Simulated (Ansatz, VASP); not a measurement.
WC in VASP and in Ansatz

```xyz
2
Lattice="0.0000 2.3239 2.3239 2.3239 0.0000 2.3239 2.3239 2.3239 0.0000" Properties=species:S:1:pos:R:3 pbc="T T T"
W     0.0000    0.0000    0.0000
C     2.3239    2.3239    2.3239
```

Change from the starting cell: species swapped into the AgCl type (Fm-3m, No. 225).

Alike in both runs: task relaxation of cell and atoms; functional PBE; k mesh 7 × 7 × 7; occupations gaussian, width 0.2 eV; no spin polarisation.

|  | VASP | Ansatz |
| --- | --- | --- |
| version | VASP 6.6.1 | Ansatz 0.2.0 |
| potentials or method | VASP PAW PBE potentials, release 64 (W_sv, C), cutoff 600 eV | scalar-relativistic, plane waves, PAW |
| valence electrons in the cell | 18 | 18 |

|  | VASP | Ansatz | Ansatz less VASP |
| --- | --- | --- | --- |
| gap on the k mesh at the Fermi level, each at its own relaxed structure (eV) | none | none | - |
| relaxed volume (Å³/atom) | 10.52 | 10.51 | -0.015 |
| relaxed cell length with the largest relative difference (Å) | 3.099 | 3.097 | -0.0015 |

A gap of «none» marks a metal or a gap that the smearing closes.

Spin-orbit coupling is off throughout. Noted on VASP's run: the volume moved by over 15 % at a fixed basis, so the end points are rough; too few bands were computed for a metal, which touches its energy and stress.
